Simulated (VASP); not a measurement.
Crystal: SiGe2.

```xyz
6
Lattice="3.9400 0.0000 0.0000 -1.9700 3.4121 0.0000 0.0000 0.0000 9.6500" Properties=species:S:1:pos:R:3 pbc="T T T"
Si    0.0000    0.0000    1.2063
Si    0.0000    0.0000    8.4437
Ge    1.9700    1.1374    2.0101
Ge    1.9700    1.1374    4.4226
Ge    0.0000    2.2748    7.6399
Ge    0.0000    2.2748    5.2274
```

| Property | Result |
| --- | --- |
| Program | VASP 6.6.1 |
| Task | relaxation of cell and atoms |
| Functional | PBE |
| Potentials or basis | VASP PAW PBE potentials, release 64 (Si, Ge_d) |
| Cutoff | 600 eV |
| k mesh | 5 × 5 × 2 |
| Occupations | gaussian, width 0.2 eV |
| Spin | no spin polarisation |

At the start: pressure 3.2 GPa; volume 21.62 Å³/atom.

Q: Where does the relaxation end?

A: Over 6 steps the energy falls by 17.7 meV/atom and the volume is 22.54 Å³/atom (+4.2 %); space group P-3m1 (No. 164, to 0.1 Å) before and after.

Step by step:
```
step  energy change (eV)  largest force (eV/Å)  pressure (GPa)  volume (Å³)
   1              0.0000                0.5345            3.22       129.73
   2             -0.0777                0.3002           -1.32       138.07
   3             -0.0827                0.3423           -0.52       136.34
   4             -0.0983                0.2190           -0.26       135.77
   5             -0.1040                0.1600            0.10       135.11
   6             -0.1065                0.0617            0.05       135.21
```

Final structure:
```
Si Ge
1.0
     4.00291    0.00000    0.00000
    -2.00145    3.46662    0.00000
     0.00000    0.00000    9.74390
Si Ge
2 4
Direct
  0.00000 0.00000 0.12104
  0.00000 0.00000 0.87896
  0.66667 0.33333 0.20092
  0.66667 0.33333 0.45687
  0.33333 0.66667 0.79908
  0.33333 0.66667 0.54313
```

Caveat: the relaxation stopped at a loose force limit of 0.08 eV/Å, so its end isn't a converged minimum.
